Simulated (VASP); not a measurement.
Set up this calculation in VASP 6.6.1, as the native input.

```yaml
Task: single point
Functional: LDA
Potentials_or_basis: VASP PAW LDA potentials, release 64 (Fe)
Cutoff: 520 eV
k_mesh: 16 × 16 × 16
Occupations: fermi-dirac, width 0.1 eV
Spin: no spin polarisation
Dipole_correction: no
Further_INCAR_settings: ALGO = Normal; EDIFF = 1e-07; NBANDS = 10
```

The structure of Fe lies in POSCAR:

```
Fe
1.0
    2.1831281732      0.0000000000      0.0000000000
    0.0000000000      2.1831281732      0.0000000000
    0.0000000000      0.0000000000      2.1831281732
Fe
1
Direct
    0.0000000000      0.0000000000      0.0000000000
```

This cell differs from its parent crystal: volume scaled by 0.96.

One way to write it, as run:

INCAR

```
SYSTEM = Fe
ALGO = Normal ; EDIFF = 1E-7
ENCUT = 520 ; GGA = CA
ISIF = 2 ; ISMEAR = -1
LASPH = .TRUE. ; LCHARG = .FALSE.
LREAL = .FALSE. ; LWAVE = .FALSE.
NBANDS = 10 ; NELM = 100
PREC = Accurate ; SIGMA = 0.1
```

KPOINTS

```
k-points
0
G
  16 16 16
  0 0 0
```

Potentials or basis: VASP PAW LDA potentials, release 64 (Fe).

Launch:

```bash
$ cat potpaw_LDA.64/Fe/POTCAR > POTCAR
$ mpirun -np 1 vasp_std > vasp.out
```

It gave:

- Pressure: 10.2 GPa
- Band gap on the k mesh: zero (band 4 reaches 9.45 eV, above the bottom of band 5 at 6.10 eV)

Caveat: the run has no spin polarisation, though such a crystal can be magnetic.

It took 14 s on 1 thread of Intel Xeon 6975P-C (shared host), peak memory 0.12 GiB.
